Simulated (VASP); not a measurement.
A run of VASP 6.6.1 is set up as follows.

The input INCAR:

```
SYSTEM = Rh12C
PREC = Accurate ; ENCUT = 520
EDIFF = 1E-6 ; ISMEAR = 0
SIGMA = 0.1 ; LREAL = .FALSE.
LASPH = .TRUE. ; NELM = 100
ALGO = Normal ; ISIF = 2
LWAVE = .FALSE. ; LCHARG = .FALSE.
LDIPOL = .TRUE. ; IDIPOL = 3
DIPOL = 0.5 0.5 0.318 ; GGA = PE
NBANDS = 104
```

KPOINTS

```
Automatic mesh
0
G
  5 5 1
  0 0 0
```

The input POSCAR:

```
Rh12C
1.0
    5.4165863251      0.0000000000      0.0000000000
    0.0000000000      5.4165863251      0.0000000000
    0.0000000000      0.0000000000     19.1737394690
Rh C
12 1
Direct
    0.2500000000      0.2500000000      0.2086186686
    0.2500000000      0.7500000000      0.2086186686
    0.7500000000      0.2500000000      0.2086186686
    0.7500000000      0.7500000000      0.2086186686
    0.0000000000      0.0000000000      0.3044995961
    0.0000000000      0.5000000000      0.3044995961
    0.5000000000      0.0000000000      0.3044995961
    0.5000000000      0.5000000000      0.3044995961
    0.2500000000      0.2500000000      0.4002213278
    0.2500000000      0.7500000000      0.4002213278
    0.7500000000      0.2500000000      0.4002213278
    0.7500000000      0.7500000000      0.4002213278
    0.3333333333      0.3333333333      0.4820938168
```

Potentials or basis: VASP PAW PBE potentials, release 64 (Rh_pv, C).

Command:

```bash
$ cat potpaw_PBE.64/Rh_pv/POTCAR potpaw_PBE.64/C/POTCAR > POTCAR
$ mpirun -np 1 vasp_std > vasp.out
```

Estimate the band gap on the k mesh.

zero (bands 92 and 93 overlap by 0.75 eV).

Predict the largest force.

0.799 eV/Å.

Forces in eV/Å, atoms in the order of the input:
```
Rh  -0.022 -0.022  0.149
Rh   0.007 -0.028  0.045
Rh  -0.028  0.007  0.045
Rh  -0.059 -0.059 -0.271
Rh  -0.195 -0.195 -0.331
Rh  -0.119 -0.007 -0.231
Rh  -0.007 -0.119 -0.231
Rh   0.118  0.118 -0.361
Rh  -0.218 -0.218  0.350
Rh   0.011 -0.060  0.305
Rh  -0.060  0.011  0.305
Rh   0.053  0.053 -0.086
C    0.520  0.520  0.312
```
